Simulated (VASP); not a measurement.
Wanted: the native input for a VASP 6.6.1 run.

| Quantity | Value |
| --- | --- |
| Task | single point |
| Functional | PBE |
| Potentials or basis | VASP PAW PBE potentials, release 64 (O, Ti_sv) |
| Cutoff | 520 eV |
| k mesh | 5 × 5 × 8 |
| Occupations | gaussian, width 0.05 eV |
| Spin | collinear spin, ferromagnetic start |
| Starting moments | [0.0, 0.0, 0.0, 0.0, 1.0, 1.0] μB |
| Dipole correction | no |
| Further INCAR settings | ALGO = Normal; EDIFF = 1e-06; NBANDS = 37 |

The structure of TiO2 lies in POSCAR:

```
TiO2
1.0
    4.5900000000      0.0000000000      0.0000000000
    0.0000000000      4.5900000000      0.0000000000
    0.0000000000      0.0000000000      2.9600000000
O Ti
4 2
Direct
    0.3270000000      0.3270000000      0.0000000000
    0.1730000000      0.8270000000      0.5000000000
    0.6730000000      0.6730000000      0.0000000000
    0.8270000000      0.1730000000      0.5000000000
    0.0000000000      0.0000000000      0.0000000000
    0.5000000000      0.5000000000      0.5000000000
```

The input as run:

INCAR

```
PREC = Accurate ; ENCUT = 520
EDIFF = 1E-6 ; ISMEAR = 0
SIGMA = 0.05 ; LREAL = False
LASPH = True ; NELM = 150
ALGO = Normal ; ISIF = 2
LWAVE = False ; LCHARG = False
ISPIN = 2 ; MAGMOM = 0 0 0 0 1 1
LORBIT = 11 ; LMAXMIX = 4
GGA = PE ; NBANDS = 37
```

KPOINTS

```
Automatic mesh
0
Gamma
  5 5 8
```

Potentials or basis: VASP PAW PBE potentials, release 64 (O, Ti_sv).

Command:

```console
$ cat potpaw_PBE.64/O/POTCAR potpaw_PBE.64/Ti_sv/POTCAR > POTCAR
$ mpirun -np 1 vasp_std > vasp.out
```

It gave:

| Property | Result |
| --- | --- |
| Pressure | 20.8 GPa |
| Largest force | 3.968 eV/Å |
| Band gap on the k mesh | 2.32 eV, indirect (least direct gap 2.58 eV) |
| Net moment | 0.00 μB per cell |
| Valence electrons inside the program's atomic spheres | O 5.11; Ti 10.38 |

Caveat: forces of over 1 eV/Å act on the atoms, so gaps and moduli don't describe the material at rest.

It took 3.2 min on 1 thread of AMD EPYC 7R13 Processor (Zen 3) (shared host), peak memory 0.22 GiB.
